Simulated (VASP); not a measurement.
K, 2 atoms in the cell. The structure is hexagonal, space group P6_3/mmc (No. 194). The conventional cell has a = 4.715 Å, b = 4.715 Å, c = 7.830 Å, α = 90.00°, β = 90.00°, γ = 120.00°.  This cell differs from its parent crystal: strain -0.0100 x Voigt [1, 1, 0, 0, 0, 0].

| Property | Result |
| --- | --- |
| Program | VASP 6.6.1 |
| Task | single point |
| Functional | PBEsol |
| Potentials or basis | VASP PAW PBE potentials, release 64 (K_sv) |
| Cutoff | 520 eV |
| k mesh | 12 × 12 × 6 |
| Occupations | gaussian, width 0.15 eV |
| Spin | no spin polarisation |
| Dipole correction | no |
| Further INCAR settings | ALGO = Normal; EDIFF = 1e-06; NBANDS = 16 |

Potentials or basis: VASP PAW PBE potentials, release 64 (K_sv).

Run with:

```console
$ cat potpaw_PBE.64/K_sv/POTCAR > POTCAR
$ mpirun -np 1 vasp_std > vasp.out
```

Hardware: 1 thread of AMD EPYC 7R43 64-Core Processor (Zen 3) (shared host).

Q: How long does it take, and how much memory?

A: Wall time 2.1 min on 1 thread of AMD EPYC 7R43 64-Core Processor (Zen 3), on a shared host, peak memory 0.29 GiB. Counts: scf iterations 11, k points 76.
